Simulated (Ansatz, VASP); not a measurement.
## One calculation of NbRu3C, two programs

File INCAR:

```
SYSTEM = NbRu3C
ALGO = Normal
EDIFF = 1E-7
ENCUT = 520
GGA = PE
ISIF = 2
ISMEAR = 0
LASPH = .True.
LCHARG = .False.
LREAL = .False.
LWAVE = .False.
NBANDS = 38
NELM = 80
PREC = Accurate
SIGMA = 0.1
```

File KPOINTS:

```
k-points
0
Gamma
  4 4 4
  0 0 0
```

The input POSCAR:

```
NbRu3C
1.0
    4.0651378600      0.0000000000      0.0000000000
    0.0000000000      4.0651378600      0.0000000000
    0.0000000000      0.0000000000      4.0651378600
Nb Ru C
1 3 1
Direct
    0.0000000000      0.0000000000      0.0000000000
    0.0000000000      0.5000000000      0.5000000000
    0.5000000000      0.0000000000      0.5000000000
    0.5000000000      0.5000000000      0.0000000000
    0.5000000000      0.5000000000      0.5000000000
```

Input for Ansatz:

```yaml
crystal:
  lattice:
    - [4.06513786, 0.0, 0.0]
    - [0.0, 4.06513786, 0.0]
    - [0.0, 0.0, 4.06513786]
  atoms:
    - { symbol: Nb, position: [0.0, 0.0, 0.0] }
    - { symbol: Ru, position: [0.0, 0.5, 0.5] }
    - { symbol: Ru, position: [0.5, 0.0, 0.5] }
    - { symbol: Ru, position: [0.5, 0.5, 0.0] }
    - { symbol: C, position: [0.5, 0.5, 0.5] }
basis:
  ecutwfc: 420
kpoints:
  mp_grid: { grid: [4, 4, 4] }
hamiltonian:
  xc: pbe
scf:
  occupations: { method: gaussian, width: 0.1 }
  lower_state_search: "off"
output:
  forces: true
  stress: true
  eigenvalues: true
```

Alike in both runs: task single point; functional PBE; k mesh 4 × 4 × 4; occupations gaussian, width 0.1 eV; no spin polarisation.

|  | VASP | Ansatz |
| --- | --- | --- |
| version | VASP 6.6.1 | Ansatz 0.2.0 |
| potentials or method | VASP PAW PBE potentials, release 64 (Nb_sv, Ru_pv, C), cutoff 520 eV | scalar-relativistic, plane waves, PAW |
| valence electrons in the cell | 59 | 65 |

VASP gave:

* gap on the k mesh at the Fermi level (eV): none
* pressure (GPa): -3.5

Question: Estimate Ansatz's values.

Answer: gap on the k mesh at the Fermi level (eV): none; pressure (GPa): -3.4.

A gap of «none» marks a metal or a gap that the smearing closes. VASP's potentials hold 59 valence electrons a cell and Ansatz's 65, so a difference there can come from the potentials and not from the codes.

The k mesh is coarse, so the values compare programs but aren't converged.
